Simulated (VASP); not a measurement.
# Cu (I4/mmm) in VASP: a series of runs, part 2 of 2

VASP 6.6.1.

## Step 3: Single point, PBEsol

The input, INCAR:

```
SYSTEM = Cu
ALGO     = Normal         ! electronic algorithm
EDIFF    = 1E-6           ! SCF threshold, eV
ENCUT    = 520            ! plane-wave cutoff, eV
GGA      = PS             ! functional
ISIF     = 2              ! what is computed and relaxed
ISMEAR   = 0              ! smearing method
LASPH    = .True.         ! aspherical terms in the spheres
LCHARG   = .True.         ! write CHGCAR
LELF     = .True.         ! ELF
LREAL    = .False.        ! projectors in reciprocal space
LVHAR    = .True.       
LWAVE    = .False.        ! write WAVECAR
NBANDS   = 12             ! bands
NELM     = 80             ! most SCF steps
PREC     = Accurate       ! precision mode
SIGMA    = 0.05           ! smearing width, eV
```

The input, KPOINTS:

```
k-points
0
Gamma
  20 20 20
  0 0 0
```

The input, POSCAR:

```
Cu
1.0
   -1.4427933200      1.4427933200      1.3760814500
    1.4427933200     -1.4427933200      1.3760814500
    1.4427933200      1.4427933200     -1.3760814500
Cu
1
Direct
    0.0000000000      0.0000000000      0.0000000000
```

Potentials or basis: VASP PAW PBE potentials, release 64 (Cu).

The run is started by

```console
> cat potpaw_PBE.64/Cu/POTCAR > POTCAR
> mpirun -np 1 vasp_std > vasp.out
```

OUTCAR:

```text
SYSTEM = Cu
   EDIFF = 1E-6
   ENCUT = 520
   GGA = PS
   ISIF = 2
   ISMEAR = 0
   LASPH = .True.
   LREAL = .False.
   NELM = 80
   PREC = Accurate

 ion  position               nearest neighbor table
   1  0.000  0.000  0.000-

  LATTYP: Found a body centered tetragonal cell.
 ALAT       =     2.8855866400
 C/A-ratio  =     0.9537620052

  Lattice vectors:

 A1 = (  -1.4427933200,   1.4427933200,   1.3760814500)
 A2 = (   1.4427933200,  -1.4427933200,   1.3760814500)
 A3 = (   1.4427933200,   1.4427933200,  -1.3760814500)

Analysis of symmetry for initial positions (statically):
=====================================================================
 Subroutine PRICEL returns:
 Original cell was already a primitive cell.

 Routine SETGRP: Setting up the symmetry group for a
 body centered tetragonal supercell.

 Subroutine GETGRP returns: Found 16 space group operations
 (whereof 16 operations were pure point group operations)
 out of a pool of 16 trial point group operations.

The static configuration has the point symmetry D_4h.

Analysis of symmetry for dynamics (positions and initial velocities):
=====================================================================
 Subroutine PRICEL returns:
 Original cell was already a primitive cell.

 Routine SETGRP: Setting up the symmetry group for a
 body centered tetragonal supercell.

 Subroutine GETGRP returns: Found 16 space group operations
 (whereof 16 operations were pure point group operations)
 out of a pool of 16 trial point group operations.

The dynamic configuration has the point symmetry D_4h.

 Subroutine INISYM returns: Found 16 space group operations
 (whereof 16 operations are pure point group operations),
 and found     1 'primitive' translations

----------------------------------------------------------------------------------------

                                     Primitive cell

  volume of cell :      11.4581

  direct lattice vectors                    reciprocal lattice vectors
    -1.442793320  1.442793320  1.376081450     0.000000000  0.346549983  0.363350585
     1.442793320 -1.442793320  1.376081450     0.346549983  0.000000000  0.363350585
     1.442793320  1.442793320 -1.376081450     0.346549983  0.346549983  0.000000000

  length of vectors
     2.461078074  2.461078074  2.461078074     0.502116060  0.502116060  0.490095685

  position of ions in fractional coordinates (direct lattice)
     0.000000000  0.000000000  0.000000000

  ion indices of the primitive-cell ions
   primitive index   ion index
                 1           1

----------------------------------------------------------------------------------------

 KPOINTS: k-points

Automatic generation of k-mesh.
 Grid dimensions read from file:
 generate k-points for:   20   20   20

 Generating k-lattice:

  Cartesian coordinates                     Fractional coordinates (reciprocal lattice)
     0.000000000  0.017327499  0.018167529     0.050000000 -0.000000000  0.000000000
     0.017327499  0.000000000  0.018167529    -0.000000000  0.050000000  0.000000000
     0.017327499  0.017327499  0.000000000     0.000000000  0.000000000  0.050000000

  Length of vectors
     0.025105803  0.025105803  0.024504784

  Shift w.r.t. Gamma in fractional coordinates (k-lattice)
     0.000000000  0.000000000  0.000000000

 Subroutine IBZKPT returns following result:
 ===========================================

 Found    641 irreducible k-points:

 Following reciprocal coordinates:
            Coordinates               Weight
  0.000000  0.000000  0.000000      1.000000
  0.050000 -0.000000  0.000000      8.000000
  0.100000 -0.000000  0.000000      8.000000
  0.150000 -0.000000  0.000000      8.000000
  0.200000 -0.000000  0.000000      8.000000
  0.250000 -0.000000  0.000000      8.000000
[... 16 lines left out ...]
 -0.400000  0.050000 -0.000000     16.000000
 -0.350000  0.050000  0.000000     16.000000
 [... further k-points ...]
   k-points           NKPTS =    641   k-points in BZ     NKDIM =    641   number of bands    NBANDS=     12
   number of dos      NEDOS =    301   number of ions     NIONS =      1
   total plane-waves  NPLWV =   5832
   dimension x,y,z NGX =    18 NGY =   18 NGZ =   18
   dimension x,y,z NGXF=    36 NGYF=   36 NGZF=   36
   ions per type =               1
   NGX,Y,Z   is equivalent  to a cutoff of  12.16, 12.16, 12.16 a.u.
   NGXF,Y,Z  is equivalent  to a cutoff of  24.32, 24.32, 24.32 a.u.
 SYSTEM =  Cu
   PREC   = accura    normal or accurate (medium, high low for compatibility)
   ISTART =      0    job   : 0-new  1-cont  2-samecut
   ICHARG =      2    charge: 1-file 2-atom 10-const
   ISPIN  =      1    spin polarized calculation?
   LNONCOLLINEAR =      F non collinear calculations
   LSORBIT =      F    spin-orbit coupling
   LASPH  =      T    aspherical Exc in radial PAW
   ENCUT  =  520.0 eV  38.22 Ry    6.18 a.u.   4.58  4.58  4.58*2*pi/ulx,y,z
   NELM   =     80;   NELMIN=  2; NELMDL= -5     # of ELM steps
   EDIFF  = 0.1E-05   stopping-criterion for ELM
   LREAL  =      F    real-space projection
   EDIFFG = 0.1E-04   stopping-criterion for IOM
   NSW    =      0    number of steps for IOM
   IBRION =     -1    ionic relax: 0-MD 1-quasi-New 2-CG
   NFREE  =      0    steps in history (QN), initial steepest desc. (CG)
   ISIF   =      2    stress and relaxation
   ISYM   =      2    0-nonsym 1-usesym 2-fastsym
   POTIM  = 0.5000    time-step for ionic-motion
   TEBEG  =    0.0;   TEEND  =   0.0 temperature during run
   PSTRESS=    0.0 pullay stress
   NELECT =      11.0000    total number of electrons
   NUPDOWN=      -1.0000    fix difference up-down
   EMIN   =  10.00;   EMAX   =-10.00  energy-range for DOS
   EFERMI =   0.00;   METHOD = LEGACY
   ISMEAR =     0;   SIGMA  =   0.05  broadening in eV -4-tet -1-fermi 0-gaus
   EFERMI_NEDOS =   21; number of points for ismear=-14 and -15
   IALGO  =     38    algorithm
   IMIX   =      4    mixing-type and parameters
     AMIX     =   0.40;   BMIX     =  1.00
     AMIX_MAG =   1.60;   BMIX_MAG =  1.00
  volume/ion in A,a.u.               =      11.46        77.32
  Fermi-wavevector in a.u.,A,eV,Ry     =   1.614984  3.051878 35.486359  2.608174
  Thomas-Fermi vector in A             =   2.709805
   LORBIT       =      0    0 simple, 1 ext, 2 COOP (PROOUT), +10 PAW based schemes
   GGA     = PS    functional components
   LHFCALC =     F    Hartree Fock is set to
   AEXX    =    0.0000 exact exchange contribution
   IVDW    =     0    specifies the selected vdW correction
   LEPSILON=     F    determine dielectric tensor
   LRPA    =     F    only Hartree local field effects (RPA)
 non-spin polarized calculation
 Gauss-broadening in eV      SIGMA  =   0.05
  energy-cutoff  :      520.00
  volume of cell :       11.46
 maximum number of plane-waves:       327
   NGX =  9   NGY =  9   NGZ =  9

 number of electron      10.9999998 magnetization

 Free energy of the ion-electron system (eV)
  ---------------------------------------------------
  ext. energy  EPLUGINS =         0.00000000
  ---------------------------------------------------
  free energy    TOTEN  =        -4.26872972 eV

  energy without entropy =       -4.26806479  energy(sigma->0) =       -4.26839725

 E-fermi :   7.7776     XC(G=0): -13.0870

 val. band max:        7.7752303170   @ k =   0.3000   0.1000   0.1000
 cond. band min:       7.7800670205   @ k =   0.5000   0.2000   0.1500
 fundamental gap:      0.0048367035
 Fermi energy:         7.7776250753

 k-point     1 :       0.0000    0.0000    0.0000
  band No.  band energies     occupation
      1      -1.8364      2.00000
      2       4.4513      2.00000
      3       4.6472      2.00000
      4       4.6472      2.00000
      5       5.5276      2.00000
      6       5.7385      2.00000
      7      32.6345      0.00000
      8      32.6345      0.00000
      9      33.8810      0.00000
     10      36.6634      0.00000
     11      36.6634      0.00000
     12      36.7056      0.00000
[... 331 lines left out ...]
 k-point    24 :      -0.3500    0.0500    0.0000
  band No.  band energies     occupation
      1       1.7165      2.00000
      2       3.9705      2.00000
      3       4.6753      2.00000
      4       5.5761      2.00000
      5       5.7191      2.00000
      6       5.9420      2.00000
      7      18.2598      0.00000
      8      25.3558      0.00000
      9      26.8766      0.00000
     10      30.4033      0.00000
     11      33.3127      0.00000
     12      40.0232      0.00000

 [... further k-points ...]

------------------------ aborting loop because EDIFF is reached ----------------------------------------

  FORCE on cell =-STRESS in cart. coord.  units (eV):
  Direction    XX          YY          ZZ          XY          YZ          ZX
  --------------------------------------------------------------------------------------
  -------------------------------------------------------------------------------------
  Total       -0.0349249     -0.0349249     -0.0802459      0.0000000      0.0000000      0.0000000
  in kB       -4.8835201     -4.8835201    -11.2207232      0.0000000      0.0000000      0.0000000
  external PRESSURE =      -6.9959212 kB  Pullay stress =       0.0000000 kB

 VOLUME and BASIS-vectors are now :
 -----------------------------------------------------------------------------
  energy-cutoff  :      520.00
  volume of cell :       11.46
      direct lattice vectors                 reciprocal lattice vectors
    -1.442793320  1.442793320  1.376081450     0.000000000  0.346549983  0.363350585
     1.442793320 -1.442793320  1.376081450     0.346549983  0.000000000  0.363350585
     1.442793320  1.442793320 -1.376081450     0.346549983  0.346549983  0.000000000

 POSITION                                       TOTAL-FORCE (eV/Angst)
 -----------------------------------------------------------------------------------
      0.00000      0.00000      0.00000         0.000000      0.000000      0.000000
 -----------------------------------------------------------------------------------
    total drift:                                0.000000      0.000000      0.000000

  FREE ENERGIE OF THE ION-ELECTRON SYSTEM (eV)
  ---------------------------------------------------
  free  energy   TOTEN  =        -4.2687297171 eV

  energy  without entropy=       -4.2680647874  energy(sigma->0) =       -4.26839725
```

Wall time 99 s (1 thread of Intel Xeon 8259CL, shared host); peak memory 0.19 GiB.

Results:

```yaml
Free_energy: -4.2687 eV
Pressure: -0.7 GPa
Band_gap_on_the_k_mesh: zero (an odd number of electrons rules out a gap without spin polarisation)
```

Stress tensor (GPa, compression positive):
```
-0.49  0.00  0.00
 0.00 -0.49  0.00
 0.00  0.00 -1.12
```

Levels at points of the mesh, in eV from the Fermi level:
| k point | band 3 | band 4 | band 5 | band 6 | band 7 | band 8 | band 9 | band 10 |
| --- | --- | --- | --- | --- | --- | --- | --- | --- |
| (0.00, 0.00, 0.00) | -3.13 | -3.13 | -2.25 | -2.04 | 24.86 | 24.86 | 26.10 | 28.89 |
| (0.50, 0.00, 0.00) | -2.16 | -1.94 | -1.37 | -0.57 | 4.68 | 17.33 | 17.43 | 21.33 |
| (0.50, 0.50, 0.00) | -2.32 | -2.07 | -1.39 | -0.94 | 4.16 | 18.58 | 18.85 | 22.50 |
| (0.50, 0.50, 0.50) | -1.57 | -1.57 | -1.51 | 7.69 | 7.69 | 9.54 | 13.35 | 13.98 |

Caveat: the PAW data sets were made with another functional, which shifts forces and pressure a little.

## Step 4: Single point, PBEsol

The input, INCAR:

```
SYSTEM = Cu
  PREC = Accurate
  ENCUT = 520
  EDIFF = 1E-7
  ISMEAR = -1
  SIGMA = 0.02
  LREAL = .FALSE.
  LASPH = .TRUE.
  NELM = 60
  ALGO = Normal
  ISIF = 2
  LWAVE = .FALSE.
  LCHARG = .FALSE.
  GGA = PS
  NBANDS = 12
```

The input, KPOINTS:

```
Automatic mesh
0
G
  20 20 20
  0 0 0
```

POSCAR is that of step 3.

The run is started by

```console
> cat potpaw_PBE.64/Cu/POTCAR > POTCAR
> mpirun -np 1 vasp_std > vasp.out
```

Wall time 1.8 min (1 thread of Intel Xeon 8259CL, shared host); peak memory 0.19 GiB.

It converged, with:

```
Free energy            : -4.2687 eV
Pressure               : -0.7 GPa
Band gap on the k mesh : zero (an odd number of electrons rules out a gap without spin polarisation)
```

Stress tensor (GPa, compression positive):
```
-0.53  0.00  0.00
 0.00 -0.53  0.00
 0.00  0.00 -1.16
```

Levels at points of the mesh, in eV from the Fermi level:
```
           k point  band 3  band 4  band 5  band 6  band 7  band 8  band 9  band 10
(0.00, 0.00, 0.00)   -3.13   -3.13   -2.25   -2.04   24.86   24.86   26.10    28.89
(0.50, 0.00, 0.00)   -2.16   -1.94   -1.37   -0.57    4.68   17.33   17.43    21.33
(0.50, 0.50, 0.00)   -2.32   -2.07   -1.39   -0.94    4.16   18.58   18.85    22.50
(0.50, 0.50, 0.50)   -1.57   -1.57   -1.52    7.69    7.69    9.54   13.35    13.98
```

Caveat: the PAW data sets were made with another functional, which shifts forces and pressure a little.

## Step 5: Summary

| smearing | gap on the mesh (eV) | pressure (GPa) |
| --- | --- | --- |
| gaussian 0.02 eV | none | -0.7 |
| gaussian 0.05 eV | none | -0.7 |
| fermi-dirac 0.02 eV | none | -0.7 |

Alike in all rows: task single point; level PBEsol; potentials or basis VASP PAW PBE potentials, release 64 (Cu); no spin polarisation; cell as given; k mesh 20 × 20 × 20; cutoff (eV) 520.

Caveats: the PAW data sets were made with another functional, which shifts forces and pressure a little.

Total energies depend on the potentials used, so only differences within one code and one set of settings carry meaning.
